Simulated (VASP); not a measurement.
# C in VASP: further runs

Runs on C. Level: PBE. Tasks: single point.

All numbers are computed with VASP 6.6.1; they aren't measurements. Logs are shortened: lines on timing, memory, paths and dates and some standing lists are left out, and cuts for length are marked.

## 1. The cell of the first run

The cell holds a slab with vacuum, 11 atoms: a = 4.272 Å, b = 8.872 Å, c = 20.279 Å, α = 90.00°, β = 90.00°, γ = 103.93°.

## 2. Single point, PBE

Input file INCAR:

```
SYSTEM = C
  ALGO = Normal
  DIPOL = 0.5 0.5 0.322
  EDIFF = 1E-7
  ENCUT = 520
  GGA = PE
  IDIPOL = 3
  ISIF = 2
  ISMEAR = 0
  LASPH = .True.
  LCHARG = .True.
  LDIPOL = .True.
  LELF = .True.
  LREAL = .False.
  LVACPOTAV = .True.
  LVHAR = .True.
  LWAVE = .False.
  NBANDS = 33
  NELM = 100
  PREC = Accurate
  SIGMA = 0.1
```

Input file KPOINTS:

```
k-points
0
Gamma
  7 3 1
  0 0 0
```

Input file POSCAR:

```
C
1.0
    4.2718357708      0.0000000000      0.0000000000
   -2.1359178854      8.6110540238      0.0000000000
    0.0000000000      0.0000000000     20.2788004813
C
11
Direct
    0.1564123854      0.9794914374      0.1972503257
    0.8230790520      0.9794914374      0.1972503257
    0.6461581040      0.9589828748      0.2574344554
    0.3128247708      0.9589828748      0.2574344554
    0.1338042252      0.9383827949      0.3175270426
    0.8045778963      0.9383825959      0.3175270455
    0.6222260098      0.9176685708      0.3778997975
    0.2954418906      0.9176685766      0.3778997213
    0.0947392957      0.8987953138      0.4329048587
    0.8040522437      0.8987946148      0.4329053136
    0.0947392957      1.3987953138      0.3783932691
```

Potentials or basis: VASP PAW PBE potentials, release 64 (C).

Started as:

```bash
$ cat potpaw_PBE.64/C/POTCAR > POTCAR
$ mpirun -np 1 vasp_std > vasp.out
```

OUTCAR:

```text
SYSTEM = C
   EDIFF = 1E-7
   ENCUT = 520
   GGA = PE
   ISIF = 2
   ISMEAR = 0
   LASPH = .True.
   LREAL = .False.
   NELM = 100
   PREC = Accurate

 ion  position               nearest neighbor table
   1  0.156  0.979  0.197-   2 1.42   4 1.42
   2  0.823  0.979  0.197-   1 1.42   3 1.42
   3  0.646  0.959  0.257-   4 1.42   2 1.42   6 1.43
   4  0.313  0.959  0.257-   3 1.42   1 1.42   5 1.43
   5  0.134  0.938  0.318-   6 1.41   4 1.43   8 1.44
   6  0.805  0.938  0.318-   5 1.41   3 1.43   7 1.44
   7  0.622  0.918  0.378-  10 1.39   8 1.40   6 1.44
   8  0.295  0.918  0.378-   9 1.39   7 1.40   5 1.44
   9  0.095  0.899  0.433-  10 1.24   8 1.39
  10  0.804  0.899  0.433-   9 1.24   7 1.39
  11  0.095  0.399  0.378-

  LATTYP: Found a base centered orthorhombic cell.
 ALAT       =     4.2718357708
 B/A-ratio  =     4.0315473187
 C/A-ratio  =     4.7470927183

  Lattice vectors:

 A1 = (   2.1359178854,  -8.6110540238,   0.0000000000)
 A2 = (   2.1359178854,   8.6110540238,   0.0000000000)
 A3 = (   0.0000000000,   0.0000000000,  20.2788004813)

Analysis of symmetry for initial positions (statically):
=====================================================================
 Subroutine PRICEL returns:
 Original cell was already a primitive cell.

 Routine SETGRP: Setting up the symmetry group for a
 base centered orthorhombic supercell.

 Subroutine GETGRP returns: Found  1 space group operations
 (whereof  1 operations were pure point group operations)
 out of a pool of  8 trial point group operations.

The static configuration has the point symmetry C_1 .

Analysis of symmetry for dynamics (positions and initial velocities):
=====================================================================
 Subroutine PRICEL returns:
 Original cell was already a primitive cell.

 Routine SETGRP: Setting up the symmetry group for a
 base centered orthorhombic supercell.

 Subroutine GETGRP returns: Found  1 space group operations
 (whereof  1 operations were pure point group operations)
 out of a pool of  8 trial point group operations.

The dynamic configuration has the point symmetry C_1 .

 Subroutine INISYM returns: Found  1 space group operations
 (whereof  1 operations are pure point group operations),
 and found     1 'primitive' translations

----------------------------------------------------------------------------------------

                                     Primitive cell

  volume of cell :     745.9559

  direct lattice vectors                    reciprocal lattice vectors
     4.271835771  0.000000000  0.000000000     0.234091396  0.058064901  0.000000000
    -2.135917885  8.611054024  0.000000000     0.000000000  0.116129802  0.000000000
     0.000000000  0.000000000 20.278800481     0.000000000  0.000000000  0.049312581

  length of vectors
     4.271835771  8.872000711 20.278800481     0.241185229  0.116129802  0.049312581

  position of ions in fractional coordinates (direct lattice)
     0.156412385  0.979491437  0.197250326
     0.823079052  0.979491437  0.197250326
     0.646158104  0.958982875  0.257434455
     0.312824771  0.958982875  0.257434455
     0.133804225  0.938382795  0.317527043
     0.804577896  0.938382596  0.317527046
     0.622226010  0.917668571  0.377899797
     0.295441891  0.917668577  0.377899721
     0.094739296  0.898795314  0.432904859
     0.804052244  0.898794615  0.432905314
     0.094739296  0.398795314  0.378393269

  ion indices of the primitive-cell ions
   primitive index   ion index
                 1           1
                 2           2
                 3           3
                 4           4
                 5           5
                 6           6
                 7           7
                 8           8
                 9           9
                10          10
                11          11

----------------------------------------------------------------------------------------

 KPOINTS: k-points

Automatic generation of k-mesh.
 Grid dimensions read from file:
 generate k-points for:    7    3    1

 Generating k-lattice:

  Cartesian coordinates                     Fractional coordinates (reciprocal lattice)
     0.033441628  0.008294986  0.000000000     0.142857143  0.000000000  0.000000000
     0.000000000  0.038709934  0.000000000     0.000000000  0.333333333  0.000000000
     0.000000000  0.000000000  0.049312581     0.000000000  0.000000000  1.000000000

  Length of vectors
     0.034455033  0.038709934  0.049312581

  Shift w.r.t. Gamma in fractional coordinates (k-lattice)
     0.000000000  0.000000000  0.000000000

 -----------------------------------------------------------------------------
|                                                                             |
|           W    W    AA    RRRRR   N    N  II  N    N   GGGG   !!!           |
|           W    W   A  A   R    R  NN   N  II  NN   N  G    G  !!!           |
|           W    W  A    A  R    R  N N  N  II  N N  N  G       !!!           |
|           W WW W  AAAAAA  RRRRR   N  N N  II  N  N N  G  GGG   !            |
|           WW  WW  A    A  R   R   N   NN  II  N   NN  G    G                |
|           W    W  A    A  R    R  N    N  II  N    N   GGGG   !!!           |
|                                                                             |
|     Your reciprocal lattice and k-lattice belong to different lattice       |
|     classes:                                                                |
|                                                                             |
|        The reciprocal lattice is base centered orthorhombic,                |
|        whereas your k-lattice is simple monoclinic.                         |
|                                                                             |
|     Results are often still useful ...                                      |
|                                                                             |
 -----------------------------------------------------------------------------

 WARNING: IBZKPT: internal override: KBLOWUP is changed to .FALSE.
      ... skipping the blow-up phase ...

 Subroutine IBZKPT returns following result:
 ===========================================

 Found     11 irreducible k-points:

 Following reciprocal coordinates:
            Coordinates               Weight
  0.000000  0.000000  0.000000      1.000000
  0.142857 -0.000000  0.000000      2.000000
  0.285714  0.000000  0.000000      2.000000
  0.428571  0.000000  0.000000      2.000000
  0.000000  0.333333  0.000000      2.000000
  0.142857  0.333333  0.000000      2.000000
  0.285714  0.333333  0.000000      2.000000
  0.428571  0.333333  0.000000      2.000000
 -0.428571  0.333333  0.000000      2.000000
 -0.285714  0.333333  0.000000      2.000000
 -0.142857  0.333333  0.000000      2.000000
   k-points           NKPTS =     11   k-points in BZ     NKDIM =     11   number of bands    NBANDS=     33
   number of dos      NEDOS =    301   number of ions     NIONS =     11
   total plane-waves  NPLWV = 358400
   dimension x,y,z NGX =    32 NGY =   70 NGZ =  160
   dimension x,y,z NGXF=    64 NGYF=  140 NGZF=  320
   ions per type =              11
   NGX,Y,Z   is equivalent  to a cutoff of  12.45, 13.12, 13.12 a.u.
   NGXF,Y,Z  is equivalent  to a cutoff of  24.91, 26.23, 26.23 a.u.
 SYSTEM =  C
   PREC   = accura    normal or accurate (medium, high low for compatibility)
   ISTART =      0    job   : 0-new  1-cont  2-samecut
   ICHARG =      2    charge: 1-file 2-atom 10-const
   ISPIN  =      1    spin polarized calculation?
   LNONCOLLINEAR =      F non collinear calculations
   LSORBIT =      F    spin-orbit coupling
   LASPH  =      T    aspherical Exc in radial PAW
   ENCUT  =  520.0 eV  38.22 Ry    6.18 a.u.   7.94 16.50 37.71*2*pi/ulx,y,z
   NELM   =    100;   NELMIN=  2; NELMDL= -5     # of ELM steps
   EDIFF  = 0.1E-06   stopping-criterion for ELM
   LREAL  =      F    real-space projection
   EDIFFG = 0.1E-05   stopping-criterion for IOM
   NSW    =      0    number of steps for IOM
   IBRION =     -1    ionic relax: 0-MD 1-quasi-New 2-CG
   NFREE  =      0    steps in history (QN), initial steepest desc. (CG)
   ISIF   =      2    stress and relaxation
   ISYM   =      2    0-nonsym 1-usesym 2-fastsym
   POTIM  = 0.5000    time-step for ionic-motion
   TEBEG  =    0.0;   TEEND  =   0.0 temperature during run
   PSTRESS=    0.0 pullay stress
   NELECT =      44.0000    total number of electrons
   NUPDOWN=      -1.0000    fix difference up-down
   EMIN   =  10.00;   EMAX   =-10.00  energy-range for DOS
   EFERMI =   0.00;   METHOD = LEGACY
   ISMEAR =     0;   SIGMA  =   0.10  broadening in eV -4-tet -1-fermi 0-gaus
   EFERMI_NEDOS =   21; number of points for ismear=-14 and -15
   IALGO  =     38    algorithm
   IMIX   =      4    mixing-type and parameters
     AMIX     =   0.40;   BMIX     =  1.00
     AMIX_MAG =   1.60;   BMIX_MAG =  1.00
  volume/ion in A,a.u.               =      67.81       457.63
  Fermi-wavevector in a.u.,A,eV,Ry     =   0.637267  1.204260  5.525449  0.406109
  Thomas-Fermi vector in A             =   1.702216
   LORBIT       =      0    0 simple, 1 ext, 2 COOP (PROOUT), +10 PAW based schemes
   GGA     = PE    functional components
   LHFCALC =     F    Hartree Fock is set to
   AEXX    =    0.0000 exact exchange contribution
   IVDW    =     0    specifies the selected vdW correction
   LEPSILON=     F    determine dielectric tensor
   LRPA    =     F    only Hartree local field effects (RPA)
 non-spin polarized calculation
 Gauss-broadening in eV      SIGMA  =   0.10
  energy-cutoff  :      520.00
  volume of cell :      745.96
 maximum number of plane-waves:     20148
   NGX = 15   NGY = 33   NGZ = 75

 dipolmoment           0.000000      0.000000      0.014796 electrons x Angstroem

 number of electron      44.0000000 magnetization

 dipolmoment           0.000000      0.000000     -0.129373 electrons x Angstroem

 Free energy of the ion-electron system (eV)
  ---------------------------------------------------
  ext. energy  EPLUGINS =         0.00000000
  ---------------------------------------------------
  free energy    TOTEN  =       -82.99927527 eV

  energy without entropy =      -82.88129403  energy(sigma->0) =      -82.94028465

 E-fermi :  -4.5075     XC(G=0):  -2.3238

 val. band max:       -4.5111260281   @ k =   0.0000   0.0000   0.0000
 cond. band min:      -4.5059789542   @ k =  -0.1429   0.3333   0.0000
 fundamental gap:      0.0051470739
 Fermi energy:        -4.5075289285

 k-point     1 :       0.0000    0.0000    0.0000
  band No.  band energies     occupation
      1     -22.9513      2.00000
      2     -21.1337      2.00000
      3     -18.4571      2.00000
      4     -17.7374      2.00000
      5     -17.0861      2.00000
      6     -16.2034      2.00000
[... 25 lines left out ...]
     32       1.2557      0.00000
     33       1.9563      0.00000

 k-point     2 :       0.1429   -0.0000    0.0000
  band No.  band energies     occupation
      1     -22.8342      2.00000
      2     -21.0245      2.00000
      3     -18.8907      2.00000
      4     -18.2968      2.00000
      5     -17.2506      2.00000
      6     -15.8766      2.00000
[... 25 lines left out ...]
     32       1.4379      0.00000
     33       2.1118      0.00000
[... 286 lines left out ...]
     32       1.9850      0.00000
     33       2.1071      0.00000

 k-point    11 :      -0.1429    0.3333    0.0000
  band No.  band energies     occupation
      1     -22.8342      2.00000
      2     -21.0245      2.00000
      3     -18.8907      2.00000
      4     -18.2968      2.00000
      5     -17.2506      2.00000
      6     -15.8766      2.00000
[... 25 lines left out ...]
     32       1.5590      0.00000
     33       1.6794      0.00000

------------------------ aborting loop because EDIFF is reached ----------------------------------------

  FORCE on cell =-STRESS in cart. coord.  units (eV):
  Direction    XX          YY          ZZ          XY          YZ          ZX
  --------------------------------------------------------------------------------------
  -------------------------------------------------------------------------------------
  Total       -2.0979289     -0.2453433     -2.6302412      0.0041200      0.3505620      0.0002533
  in kB       -4.5059691     -0.5269527     -5.6492791      0.0088490      0.7529434      0.0005441
  external PRESSURE =      -3.5607336 kB  Pullay stress =       0.0000000 kB

 VOLUME and BASIS-vectors are now :
 -----------------------------------------------------------------------------
  energy-cutoff  :      520.00
  volume of cell :      745.96
      direct lattice vectors                 reciprocal lattice vectors
     4.271835771  0.000000000  0.000000000     0.234091396  0.058064901  0.000000000
    -2.135917885  8.611054024  0.000000000     0.000000000  0.116129802  0.000000000
     0.000000000  0.000000000 20.278800481     0.000000000  0.000000000  0.049312581

 POSITION                                       TOTAL-FORCE (eV/Angst)
 -----------------------------------------------------------------------------------
     -1.42395      8.43445      4.00000        -6.801295     -0.163260      1.139635
      1.42395      8.43445      4.00000         6.801029     -0.163141      1.139494
      0.71197      8.25785      5.22046        -0.412341      0.167952     -1.174315
     -0.71197      8.25785      5.22046         0.410757      0.167915     -1.171611
     -1.43272      8.08046      6.43907         0.001263      0.005419     -0.001663
      1.43272      8.08046      6.43907         0.002255      0.008887     -0.002089
      0.69798      7.90209      7.66335        -0.017334     -0.003123      0.014811
     -0.69799      7.90209      7.66335         0.014882     -0.008717      0.009743
     -1.51504      7.73958      8.77879         0.062616     -0.005972      0.023951
      1.51503      7.73957      8.77880        -0.062472     -0.001730      0.023995
     -0.44708      3.43405      7.67336         0.000641     -0.004230     -0.001950
 -----------------------------------------------------------------------------------
    total drift:                               -0.000089     -0.000271      0.000075

  FREE ENERGIE OF THE ION-ELECTRON SYSTEM (eV)
  ---------------------------------------------------
  free  energy   TOTEN  =       -82.9992752660 eV

  energy  without entropy=      -82.8812940265  energy(sigma->0) =      -82.94028465

 vacuum level on the upper side and lower side of the slab         1.045         1.681
```

It took 7 min on 1 thread of Intel Xeon 6975P-C (Granite Rapids), shared host; peak memory 0.75 GiB.

What came out:

```
Free energy            : -82.9993 eV
Largest force          : 6.898 eV/Å
Band gap on the k mesh : zero (bands 22 and 23 overlap by 0.02 eV)
```

Forces in eV/Å, atoms in the order of the input:
```
C   -6.801 -0.163  1.140
C    6.801 -0.163  1.139
C   -0.412  0.168 -1.174
C    0.411  0.168 -1.172
C    0.001  0.005 -0.002
C    0.002  0.009 -0.002
C   -0.017 -0.003  0.015
C    0.015 -0.009  0.010
C    0.063 -0.006  0.024
C   -0.062 -0.002  0.024
C    0.001 -0.004 -0.002
```

## 3. Single point, PBE

Input file INCAR:

```
PREC     = Accurate       # precision mode
ENCUT    = 520            # plane-wave cutoff, eV
EDIFF    = 1E-6           # SCF threshold, eV
ISMEAR   = 0              # smearing method
SIGMA    = 0.1            # smearing width, eV
LREAL    = False          # projectors in reciprocal space
LASPH    = True           # aspherical terms in the spheres
NELM     = 80             # most SCF steps
ALGO     = Normal         # electronic algorithm
ISIF     = 2              # what is computed and relaxed
LWAVE    = False          # write WAVECAR
LCHARG   = True           # write CHGCAR
LDIPOL   = True         
IDIPOL   = 3            
DIPOL    = 0.5 0.5 0.322
GGA      = PE             # functional
LELF     = True           # ELF
LVHAR    = True         
LVACPOTAV= True         
NBANDS   = 33             # bands
```

Input file KPOINTS:

```
Automatic mesh
0
Gamma
  7 3 1
```

Changes to POSCAR since step 2:

```diff
@@ -18,2 +18,2 @@
     0.8040522437      0.8987946148      0.4329053136
-    0.0947392957      1.3987953138      0.3783932691
+    0.5947392957      1.3987953138      0.3783932691
```

Potentials or basis: VASP PAW PBE potentials, release 64 (C).

Started as:

```bash
$ cat potpaw_PBE.64/C/POTCAR > POTCAR
$ mpirun -np 1 vasp_std > vasp.out
```

It took 6.8 min on 1 thread of Intel Xeon 6975P-C (Granite Rapids), shared host; peak memory 0.72 GiB.

It converged, with:

```yaml
Free_energy: -82.9994 eV
Largest_force: 6.899 eV/Å
Band_gap_on_the_k_mesh: zero (bands 22 and 23 overlap by 0.02 eV)
```

Forces in eV/Å, atoms in the order of the input:
```
C   -6.803 -0.162  1.137
C    6.802 -0.162  1.138
C   -0.409  0.167 -1.170
C    0.410  0.167 -1.171
C   -0.009  0.001 -0.005
C    0.005 -0.002 -0.002
C   -0.012  0.005  0.009
C    0.014  0.012  0.015
C    0.060 -0.009  0.024
C   -0.060 -0.013  0.024
C    0.001 -0.004  0.000
```

Levels at points of the mesh, in eV from the Fermi level:
```
           k point  band 20  band 21  band 22  band 23  band 24  band 25
(0.00, 0.00, 0.00)    -0.95    -0.01     0.00     0.41     0.55     1.09
```

[end of part 1 of 2]
